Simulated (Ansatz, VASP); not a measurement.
# One calculation of CoO, two programs

Contents of INCAR:

```
SYSTEM = CoO
  PREC = Accurate
  ENCUT = 600
  EDIFF = 1E-6
  ISMEAR = -1
  SIGMA = 0.05
  LREAL = .FALSE.
  LASPH = .TRUE.
  NELM = 150
  ALGO = Normal
  ISIF = 3
  LWAVE = .FALSE.
  LCHARG = .FALSE.
  ISPIN = 2
  MAGMOM = 2 0
  LORBIT = 11
  LMAXMIX = 4
  GGA = B5
  ALDAX = 1.0
  AGGAX = 1.0
  AGGAC = 1.0
  ALDAC = 0.0
  IBRION = 2
  NSW = 60
  EDIFFG = -0.01
```

Contents of KPOINTS:

```
Automatic mesh
0
G
  11 11 11
  0 0 0
```

Contents of POSCAR:

```
CoO
1.0
    0.0000000000      2.1315016600      2.1315016600
    2.1315016600      0.0000000000      2.1315016600
    2.1315016600      2.1315016600      0.0000000000
Co O
1 1
Direct
    0.0000000000      0.0000000000      0.0000000000
    0.5000000000      0.5000000000      0.5000000000
```

Contents of input.yaml:

```yaml
crystal:
  lattice:
    - [0.0, 2.13150166, 2.13150166]
    - [2.13150166, 0.0, 2.13150166]
    - [2.13150166, 2.13150166, 0.0]
  atoms:
    - { symbol: Co, position: [0.0, 0.0, 0.0], spin: 2.0 }
    - { symbol: O, position: [0.5, 0.5, 0.5] }
hamiltonian:
  xc: blyp
  pseudopotentials: { kind: paw }
magnetization:
  spin_polarized: true
kpoints:
  mp_grid: { grid: [11, 11, 11] }
scf:
  occupations: { method: fermi_dirac, width: 0.05 }
output:
  forces: true
  stress: true
  eigenvalues: true
relax:
  f_tol: 0.01
  max_steps: 40
  cell: { stress_tol: 0.05 }
```

Alike in both runs: task relaxation of cell and atoms; functional BLYP; k mesh 11 × 11 × 11; occupations fermi-dirac, width 0.05 eV; collinear spin.

|  | VASP | Ansatz |
| --- | --- | --- |
| version | VASP 6.6.1 | Ansatz 0.2.0 |
| potentials or method | VASP PAW PBE potentials, release 64 (Co, O) | Ansatz PAW |
| plane-wave cutoff (eV) | 600 | 420 |
| valence electrons in the cell | 15 | 23 |

Ansatz gave:

| Item | Value |
| --- | --- |
| gap on the k mesh at the Fermi level, each at its own relaxed structure (eV) | none |
| net moment per atom (μB) | 1.45 |
| size of the moment on the site where the two differ most (μB) | 2.46 |
| relaxed volume (Å³/atom) | 9.98 |
| relaxed length of the cell vector where the two differ most in proportion (Å) | 3.045 |

Task: Estimate VASP's values.

Result: gap on the k mesh at the Fermi level, each at its own relaxed structure (eV): none; net moment per atom (μB): 1.42; size of the moment on the site where the two differ most (μB): 2.50; relaxed volume (Å³/atom): 9.94; relaxed length of the cell vector where the two differ most in proportion (Å): 3.040.

VASP's potentials were made for PBE, not for BLYP. Site moments also hang on the region over which each program counts them. A gap of «none» marks a metal or a gap that the smearing closes. VASP's potentials hold 15 valence electrons a cell and Ansatz's 23, so a difference there can come from the potentials and not from the codes.

Noted on Ansatz's run: the plane-wave basis is chosen anew once the cell has moved, so the energies of steps on either side of that aren't comparable.
